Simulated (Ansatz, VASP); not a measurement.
Ti2O: VASP beside Ansatz

```
Ti O
1.0
     2.91940    0.00000    0.00000
    -1.45970    2.52827    0.00000
     0.00000    0.00000    4.71300
Ti O
2 1
Cartesian
  1.4597 0.8428 1.3137
  0.0000 1.6855 3.3993
  0.0000 0.0000 0.0000
```

Alike in both runs: task single point; functional r2SCAN; k mesh 9 × 9 × 5; occupations gaussian, width 0.4 eV; no spin polarisation.

|  | VASP | Ansatz |
| --- | --- | --- |
| version | VASP 6.6.1 | Ansatz 0.2.0 |
| potentials or method | VASP PAW PBE potentials, release 64 (Ti_sv, O), cutoff 660 eV | scalar-relativistic, plane waves, PAW |
| valence electrons in the cell | 30 | 30 |

```tsv
	VASP	Ansatz	Ansatz less VASP
gap on the k mesh at the Fermi level (eV)	none	none	-
pressure (GPa)	10.1	9.2	-0.96
traceless stress, the component that is largest in VASP (GPa)	5.45	5.40	-0.046
rms of the force components (eV/Å)	0.496	0.517	+0.0203
```

VASP's potentials were made for PBE, not for r2SCAN. Atom by atom the forces differ by 0.020 eV/Å (rms over components). A gap of «none» marks a metal or a gap that the smearing closes. With one functional, cell and mesh, what is left measures potentials, basis and numerics.
